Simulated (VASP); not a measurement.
# Sc3B2Sb (P-6m2) in VASP: notebook

The runs below take Sc3B2Sb through relaxation of cell and atoms, single point, with PBE.

All numbers are computed with VASP 6.6.1; they aren't measurements. Logs are shortened: lines on timing, memory, paths and dates and some standing lists are left out, and cuts for length are marked.

### 1 The cell of the first run

It takes space group P-6m2 (No. 187, hexagonal). The conventional cell has a = 6.759 Å, b = 6.759 Å, c = 3.187 Å, α = 90.00°, β = 90.00°, γ = 120.00°. Sc (site symmetry mm2) has 3 B at 2.14 to 2.67 Å within 2.8 Å. B (site symmetry -6m2) has 2 B at 1.59 Å and 3 Sc at 2.14 Å within 2.2 Å. B (site symmetry -6m2) has 2 B at 1.59 Å within 2.1 Å. Within 4.3 Å of Sb (site symmetry -6m2) lie 2 Sb at 3.19 Å and 6 Sc at 3.38 Å and 9 B at 3.90 to 4.22 Å.

The cell was built from a structure type or drawn by symmetry, and may not be a known phase.

### 2 Relaxation of cell and atoms, PBE

Input file INCAR:

```
SYSTEM = Sc3B2Sb
  ALGO = Normal
  EDIFF = 1E-6
  EDIFFG = -0.04
  ENCUT = 600
  GGA = PE
  IBRION = 2
  ISIF = 3
  ISMEAR = 0
  LASPH = .TRUE.
  LCHARG = .FALSE.
  LREAL = .FALSE.
  LWAVE = .FALSE.
  NELM = 60
  NSW = 90
  PREC = Accurate
  SIGMA = 0.1
```

Input file KPOINTS:

```
k-points
0
G
  3 3 6
  0 0 0
```

Input file POSCAR:

```
Sc3B2Sb
1.0
    6.7592705600      0.0000000000      0.0000000000
   -3.3796352800      5.8537000160      0.0000000000
    0.0000000000      0.0000000000      3.1867913520
Sc B Sb
3 2 1
Direct
    0.4837674653      0.5162325347      0.0000000000
    0.4837674653      0.9675349305      0.0000000000
    0.0324650695      0.5162325347      0.0000000000
    0.6666666667      0.3333333333      0.0000000000
    0.6666666667      0.3333333333      0.5000000000
    0.0000000000      0.0000000000      0.0000000000
```

Potentials or basis: VASP PAW PBE potentials, release 64 (Sc_sv, B, Sb).

Command:

```sh
$ cat potpaw_PBE.64/Sc_sv/POTCAR potpaw_PBE.64/B/POTCAR potpaw_PBE.64/Sb/POTCAR > POTCAR
$ mpirun -np 1 vasp_std > vasp.out
```

OUTCAR:

```text
SYSTEM = Sc3B2Sb
   EDIFF = 1E-6
   EDIFFG = -0.04
   ENCUT = 600
   GGA = PE
   IBRION = 2
   ISIF = 3
   ISMEAR = 0
   LASPH = .TRUE.
   LREAL = .FALSE.
   NELM = 60
   NSW = 90
   PREC = Accurate

 ion  position               nearest neighbor table
   1  0.484  0.516  0.000-   4 2.14   5 2.67   5 2.67   2 3.05   3 3.05   6 3.38   6 3.38
   2  0.484  0.968  0.000-   4 2.14   5 2.67   5 2.67   3 3.05   1 3.05   6 3.38   6 3.38
   3  0.032  0.516  0.000-   4 2.14   5 2.67   5 2.67   2 3.05   1 3.05   6 3.38   6 3.38
   4  0.667  0.333  0.000-   5 1.59   5 1.59   2 2.14   3 2.14   1 2.14
   5  0.667  0.333  0.500-   4 1.59   4 1.59   2 2.67   2 2.67   3 2.67   3 2.67   1 2.67   1 2.67

   6  0.000  0.000  0.000-   3 3.38   2 3.38   1 3.38   1 3.38   3 3.38   2 3.38

  LATTYP: Found a hexagonal cell.
 ALAT       =     6.7592705600
 C/A-ratio  =     0.4714697131

  Lattice vectors:

 A1 = (   6.7592705600,   0.0000000000,   0.0000000000)
 A2 = (  -3.3796352800,   5.8537000160,   0.0000000000)
 A3 = (   0.0000000000,   0.0000000000,   3.1867913520)

Analysis of symmetry for initial positions (statically):
=====================================================================
 Subroutine PRICEL returns:
 Original cell was already a primitive cell.

 Routine SETGRP: Setting up the symmetry group for a
 hexagonal supercell.

 Subroutine GETGRP returns: Found 12 space group operations
 (whereof 12 operations were pure point group operations)
 out of a pool of 24 trial point group operations.

The static configuration has the point symmetry D_3h.

Analysis of symmetry for dynamics (positions and initial velocities):
=====================================================================
 Subroutine PRICEL returns:
 Original cell was already a primitive cell.

 Routine SETGRP: Setting up the symmetry group for a
 hexagonal supercell.

 Subroutine GETGRP returns: Found 12 space group operations
 (whereof 12 operations were pure point group operations)
 out of a pool of 24 trial point group operations.

The dynamic configuration has the point symmetry D_3h.

 Subroutine INISYM returns: Found 12 space group operations
 (whereof 12 operations are pure point group operations),
 and found     1 'primitive' translations

----------------------------------------------------------------------------------------

                                     Primitive cell

  volume of cell :     126.0910

  direct lattice vectors                    reciprocal lattice vectors
     6.759270560  0.000000000  0.000000000     0.147944958  0.085416061  0.000000000
    -3.379635280  5.853700016  0.000000000     0.000000000  0.170832123  0.000000000
     0.000000000  0.000000000  3.186791352     0.000000000  0.000000000  0.313795253

  length of vectors
     6.759270560  6.759270560  3.186791352     0.170832123  0.170832123  0.313795253

  position of ions in fractional coordinates (direct lattice)
     0.483767465  0.516232535  0.000000000
     0.483767465  0.967534931  0.000000000
     0.032465069  0.516232535  0.000000000
     0.666666667  0.333333333  0.000000000
     0.666666667  0.333333333  0.500000000
     0.000000000  0.000000000  0.000000000

  ion indices of the primitive-cell ions
   primitive index   ion index
                 1           1
                 2           2
                 3           3
                 4           4
                 5           5
                 6           6

----------------------------------------------------------------------------------------

 KPOINTS: k-points

Automatic generation of k-mesh.
 Grid dimensions read from file:
 generate k-points for:    3    3    6

 Generating k-lattice:

  Cartesian coordinates                     Fractional coordinates (reciprocal lattice)
     0.049314986  0.028472020  0.000000000     0.333333333  0.000000000  0.000000000
     0.000000000  0.056944041  0.000000000     0.000000000  0.333333333  0.000000000
     0.000000000  0.000000000  0.052299209     0.000000000  0.000000000  0.166666667

  Length of vectors
     0.056944041  0.056944041  0.052299209

  Shift w.r.t. Gamma in fractional coordinates (k-lattice)
     0.000000000  0.000000000  0.000000000

 Subroutine IBZKPT returns following result:
 ===========================================

 Found     12 irreducible k-points:

 Following reciprocal coordinates:
            Coordinates               Weight
  0.000000  0.000000  0.000000      1.000000
  0.333333  0.000000  0.000000      6.000000
  0.333333  0.333333  0.000000      2.000000
  0.000000  0.000000  0.166667      2.000000
  0.333333  0.000000  0.166667     12.000000
  0.333333  0.333333  0.166667      4.000000
  0.000000  0.000000  0.333333      2.000000
  0.333333  0.000000  0.333333     12.000000
  0.333333  0.333333  0.333333      4.000000
  0.000000  0.000000  0.500000      1.000000
  0.333333  0.000000  0.500000      6.000000
  0.333333  0.333333  0.500000      2.000000
   k-points           NKPTS =     12   k-points in BZ     NKDIM =     12   number of bands    NBANDS=     26
   number of dos      NEDOS =    301   number of ions     NIONS =      6
   total plane-waves  NPLWV =  81648
   dimension x,y,z NGX =    54 NGY =   54 NGZ =   28
   dimension x,y,z NGXF=   108 NGYF=  108 NGZF=   56
   ions per type =               3   2   1
   NGX,Y,Z   is equivalent  to a cutoff of  13.28, 13.28, 14.61 a.u.
   NGXF,Y,Z  is equivalent  to a cutoff of  26.56, 26.56, 29.21 a.u.
 SYSTEM =  Sc3B2Sb
   PREC   = accura    normal or accurate (medium, high low for compatibility)
   ISTART =      0    job   : 0-new  1-cont  2-samecut
   ICHARG =      2    charge: 1-file 2-atom 10-const
   ISPIN  =      1    spin polarized calculation?
   LNONCOLLINEAR =      F non collinear calculations
   LSORBIT =      F    spin-orbit coupling
   LASPH  =      T    aspherical Exc in radial PAW
   ENCUT  =  600.0 eV  44.10 Ry    6.64 a.u.  13.50 13.50  6.36*2*pi/ulx,y,z
   NELM   =     60;   NELMIN=  2; NELMDL= -5     # of ELM steps
   EDIFF  = 0.1E-05   stopping-criterion for ELM
   LREAL  =      F    real-space projection
   EDIFFG = -.4E-01   stopping-criterion for IOM
   NSW    =     90    number of steps for IOM
   IBRION =      2    ionic relax: 0-MD 1-quasi-New 2-CG
   NFREE  =      1    steps in history (QN), initial steepest desc. (CG)
   ISIF   =      3    stress and relaxation
   ISYM   =      2    0-nonsym 1-usesym 2-fastsym
   POTIM  = 0.5000    time-step for ionic-motion
   TEBEG  =    0.0;   TEEND  =   0.0 temperature during run
   PSTRESS=    0.0 pullay stress
   NELECT =      44.0000    total number of electrons
   NUPDOWN=      -1.0000    fix difference up-down
   EMIN   =  10.00;   EMAX   =-10.00  energy-range for DOS
   EFERMI =   0.00;   METHOD = LEGACY
   ISMEAR =     0;   SIGMA  =   0.10  broadening in eV -4-tet -1-fermi 0-gaus
   EFERMI_NEDOS =   21; number of points for ismear=-14 and -15
   IALGO  =     38    algorithm
   IMIX   =      4    mixing-type and parameters
     AMIX     =   0.40;   BMIX     =  1.00
     AMIX_MAG =   1.60;   BMIX_MAG =  1.00
  volume/ion in A,a.u.               =      21.02       141.82
  Fermi-wavevector in a.u.,A,eV,Ry     =   1.152562  2.178027 18.073978  1.328400
  Thomas-Fermi vector in A             =   2.289212
   LORBIT       =      0    0 simple, 1 ext, 2 COOP (PROOUT), +10 PAW based schemes
   GGA     = PE    functional components
   LHFCALC =     F    Hartree Fock is set to
   AEXX    =    0.0000 exact exchange contribution
   IVDW    =     0    specifies the selected vdW correction
   LEPSILON=     F    determine dielectric tensor
   LRPA    =     F    only Hartree local field effects (RPA)
 conjugate gradient relaxation of ions
 non-spin polarized calculation
 Gauss-broadening in eV      SIGMA  =   0.10
  energy-cutoff  :      600.00
  volume of cell :      126.09
 maximum number of plane-waves:      4255
 NGX is ok and might be reduce to    54
   NGX = 27   NGY = 27   NGZ = 13

--------------------------------------- Ionic step        1  -------------------------------------------

 number of electron      44.0000003 magnetization

 Free energy of the ion-electron system (eV)
  ---------------------------------------------------
  ext. energy  EPLUGINS =         0.00000000
  ---------------------------------------------------
  free energy    TOTEN  =       -35.94955808 eV

  energy without entropy =      -35.91137855  energy(sigma->0) =      -35.93046831

------------------------ aborting loop because EDIFF is reached ----------------------------------------

  FORCE on cell =-STRESS in cart. coord.  units (eV):
  Direction    XX          YY          ZZ          XY          YZ          ZX
  --------------------------------------------------------------------------------------
  -------------------------------------------------------------------------------------
  Total        0.5081472      0.5081472     -1.0257070      0.0000000      0.0000000      0.0000000
  in kB        6.4567831      6.4567831    -13.0331679      0.0000000      0.0000000      0.0000000
  external PRESSURE =      -0.0398672 kB  Pullay stress =       0.0000000 kB
[... 65 lines left out ...]
  energy  without entropy=      -35.9131850538  energy(sigma->0) =      -35.93412895

--------------------------------------- Ionic step        3  -------------------------------------------

 number of electron      44.0000005 magnetization

 Free energy of the ion-electron system (eV)
  ---------------------------------------------------
  ext. energy  EPLUGINS =         0.00000000
  ---------------------------------------------------
  free energy    TOTEN  =       -35.95518135 eV

  energy without entropy =      -35.91384666  energy(sigma->0) =      -35.93451400

 E-fermi :   4.3890     XC(G=0):  -9.6699

 val. band max:        4.3833340737   @ k =   0.0000   0.0000   0.1667
 cond. band min:       4.3892404157   @ k =   0.3333   0.0000   0.3333
 fundamental gap:      0.0059063419
 Fermi energy:         4.3889927326

 k-point     1 :       0.0000    0.0000    0.0000
  band No.  band energies     occupation
      1     -45.3080      2.00000
      2     -45.2722      2.00000
      3     -45.2722      2.00000
      4     -24.1254      2.00000
      5     -24.1254      2.00000
      6     -24.0679      2.00000
[... 370 lines left out ...]
  FREE ENERGIE OF THE ION-ELECTRON SYSTEM (eV)
  ---------------------------------------------------
  free  energy   TOTEN  =       -35.9551813494 eV

  energy  without entropy=      -35.9138466573  energy(sigma->0) =      -35.93451400

 reached required accuracy - stopping structural energy minimisation
```

Wall time 96 s (1 thread of Intel Xeon Platinum 8488C (Sapphire Rapids), shared host); peak memory 0.3 GiB.

Results:

* Free energy: -35.9552 eV
* Relaxed volume: 21.01 Å³/atom
* Relaxed cell: a = 6.784 Å, b = 6.784 Å, c = 3.164 Å, α = 90.00°, β = 90.00°, γ = 120.00°
* Space group after relaxing (to 0.1 Å): P-6m2 (No. 187)
* Energy gained by relaxing: 0.9 meV/atom
* Ionic steps: 3
* Pressure after relaxing: 0.2 GPa
* Largest force after relaxing: 0.008 eV/Å
* Band gap on the k mesh: zero (bands 22 and 23 overlap by 0.95 eV)

Forces on the atoms (eV/Å):
```
Sc  -0.007  0.004  0.000
Sc   0.000 -0.008  0.000
Sc   0.007  0.004  0.000
B    0.000  0.000  0.000
B    0.000  0.000  0.000
Sb   0.000  0.000  0.000
```

The path:
| step | energy change (eV) | largest force (eV/Å) | pressure (GPa) | volume (Å³) |
| --- | --- | --- | --- | --- |
| 1 | 0.0000 | 0.0392 | 0.00 | 126.09 |
| 2 | -0.0055 | 0.0036 | 0.23 | 126.07 |
| 3 | -0.0056 | 0.0076 | 0.21 | 126.08 |

Final structure:
```
Sc B Sb
1.0
     6.78355    0.00000    0.00000
    -3.39177    5.87472    0.00000
     0.00000    0.00000    3.16369
Sc B Sb
3 2 1
Direct
  0.48363 0.51637 0.00000
  0.48363 0.96725 0.00000
  0.03275 0.51637 0.00000
  0.66667 0.33333 0.00000
  0.66667 0.33333 0.50000
  0.00000 0.00000 0.00000
```

Caveat: spin-orbit coupling is left out, which moves the levels of the heavy elements.

### 3 Single point, PBE, collinear spin

This run uses another cell than the first one, of 21.07 Å³/atom.

Input file INCAR:

```
SYSTEM = Sc3B2Sb
  PREC = Accurate
  ENCUT = 520
  EDIFF = 1E-6
  ISMEAR = 0
  SIGMA = 0.1
  LREAL = .False.
  LASPH = .True.
  NELM = 150
  ALGO = Normal
  ISIF = 2
  LWAVE = .False.
  LCHARG = .True.
  ISPIN = 2
  MAGMOM = 1 1 1 0 0 0
  LORBIT = 11
  LMAXMIX = 4
  GGA = PE
  LELF = .True.
  LVHAR = .True.
  NBANDS = 35
```

Input file KPOINTS:

```
Automatic mesh
0
Gamma
  3 3 6
  0 0 0
```

Input file POSCAR:

```
Sc3B2Sb
1.0
    6.7914150554      0.0000000000      0.0000000000
   -3.3957075277      5.8815379656      0.0000000000
    0.0000000000      0.0000000000      3.1656057548
Sc B Sb
3 2 1
Direct
    0.4836377173      0.5163622827      0.0000000000
    0.4836377173      0.9672754346      0.0000000000
    0.0327245654      0.5163622827      0.0000000000
    0.6666666667      0.3333333333      0.0000000000
    0.6666666667      0.3333333333      0.5000000000
    0.0000000000      0.0000000000      0.0000000000
```

Potentials or basis: VASP PAW PBE potentials, release 64 (Sc_sv, B, Sb).

Command:

```sh
$ cat potpaw_PBE.64/Sc_sv/POTCAR potpaw_PBE.64/B/POTCAR potpaw_PBE.64/Sb/POTCAR > POTCAR
$ mpirun -np 1 vasp_std > vasp.out
```

OUTCAR:

```text
SYSTEM = Sc3B2Sb
   PREC = Accurate
   ENCUT = 520
   EDIFF = 1E-6
   ISMEAR = 0
   LREAL = .False.
   LASPH = .True.
   NELM = 150
   ISIF = 2
   ISPIN = 2
   LORBIT = 11
   GGA = PE

 ion  position               nearest neighbor table
   1  0.484  0.516  0.000-   4 2.15   5 2.67   5 2.67   2 3.06   3 3.06   6 3.40   6 3.40
   2  0.484  0.967  0.000-   4 2.15   5 2.67   5 2.67   3 3.06   1 3.06   6 3.40   6 3.40
   3  0.033  0.516  0.000-   4 2.15   5 2.67   5 2.67   2 3.06   1 3.06   6 3.40   6 3.40
   4  0.667  0.333  0.000-   5 1.58   5 1.58   2 2.15   3 2.15   1 2.15
   5  0.667  0.333  0.500-   4 1.58   4 1.58   2 2.67   2 2.67   3 2.67   3 2.67   1 2.67   1 2.67

[... 1118 lines left out ...]
      1.53117      3.03700      0.00000         0.024734     -0.014280      0.000000
      0.00000      5.68907      0.00000         0.000000      0.028560     -0.000000
     -1.53117      3.03700      0.00000        -0.024734     -0.014280      0.000000
      3.39571      1.96051      0.00000         0.000000     -0.000000      0.000000
      3.39571      1.96051      1.58280         0.000000     -0.000000      0.000000
      0.00000      0.00000      0.00000         0.000000     -0.000000      0.000000
 -----------------------------------------------------------------------------------
    total drift:                               -0.000000      0.000000     -0.000000

  FREE ENERGIE OF THE ION-ELECTRON SYSTEM (eV)
  ---------------------------------------------------
  free  energy   TOTEN  =       -36.0384203536 eV

  energy  without entropy=      -36.0252333166  energy(sigma->0) =      -36.03182684

 total charge

# of ion       s       p       d       tot
------------------------------------------
    1        2.229   6.118   1.105   9.452
    2        2.229   6.118   1.105   9.452
    3        2.229   6.118   1.105   9.452
    4        0.781   1.402   0.000   2.183
    5        0.704   1.238   0.000   1.942
    6        1.166   1.190   0.017   2.373
--------------------------------------------------
tot          9.338  22.184   3.333  34.854

 magnetization (x)

# of ion       s       p       d       tot
------------------------------------------
    1        0.022   0.025   0.377   0.424
    2        0.022   0.025   0.377   0.424
    3        0.022   0.025   0.377   0.424
    4        0.008   0.044   0.000   0.052
    5       -0.001   0.040   0.000   0.039
    6        0.003   0.000   0.001   0.004
--------------------------------------------------
tot          0.075   0.160   1.133   1.368
```

OSZICAR:

```text
N       E                     dE             d eps       ncg     rms          rms(c)
DAV:   1     0.697915810856E+03    0.69792E+03   -0.18517E+04  1680   0.120E+03
DAV:   2     0.149975476778E+02   -0.68292E+03   -0.66709E+03  2096   0.509E+02
DAV:   3    -0.439962709112E+02   -0.58994E+02   -0.55826E+02  2802   0.176E+02
DAV:   4    -0.466085344533E+02   -0.26123E+01   -0.25587E+01  2805   0.362E+01
DAV:   5    -0.466619952323E+02   -0.53461E-01   -0.53279E-01  2832   0.659E+00    0.181E+01
DAV:   6    -0.360865189517E+02    0.10575E+02   -0.65190E+01  2733   0.404E+01    0.573E+00
DAV:   7    -0.360409436677E+02    0.45575E-01   -0.45392E+00  2744   0.176E+01    0.309E+00
DAV:   8    -0.360404873086E+02    0.45636E-03   -0.43317E-01  2573   0.411E+00    0.147E+00
DAV:   9    -0.360352177412E+02    0.52696E-02   -0.45680E-02  2616   0.161E+00    0.579E-01
DAV:  10    -0.360376056445E+02   -0.23879E-02   -0.93560E-03  2544   0.615E-01    0.215E-01
DAV:  11    -0.360382681048E+02   -0.66246E-03   -0.21128E-03  2448   0.274E-01    0.937E-02
DAV:  12    -0.360383724315E+02   -0.10433E-03   -0.27706E-04  2736   0.113E-01    0.517E-02
DAV:  13    -0.360384187460E+02   -0.46315E-04   -0.94674E-05  2424   0.587E-02    0.183E-02
DAV:  14    -0.360384206533E+02   -0.19073E-05   -0.12988E-05  2264   0.241E-02    0.998E-03
DAV:  15    -0.360384203536E+02    0.29971E-06   -0.36793E-06  2048   0.101E-02
   1 F= -.36038420E+02 E0= -.36031827E+02  d E =-.131870E-01  mag=     2.0716
```

Run time: 1.8 min. Hardware: 1 thread of Intel Xeon Platinum 8488C (Sapphire Rapids), shared host; peak memory 0.34 GiB.

What came out:

* Free energy: -36.0384 eV
* Pressure: 0.2 GPa
* Largest force: 0.029 eV/Å
* Net moment: 2.07 μB per cell
* Site moments: Sc +0.42; B +0.05, +0.04; Sb +0.00 μB
* Valence electrons inside the program's atomic spheres: Sc 9.45; B 2.18, 1.94; Sb 2.37

Forces in eV/Å, atoms in the order of the input:
```
Sc   0.025 -0.014  0.000
Sc   0.000  0.029  0.000
Sc  -0.025 -0.014  0.000
B    0.000  0.000  0.000
B    0.000  0.000  0.000
Sb   0.000  0.000  0.000
```

Caveat: spin-orbit coupling is left out, which moves the levels of the heavy elements.
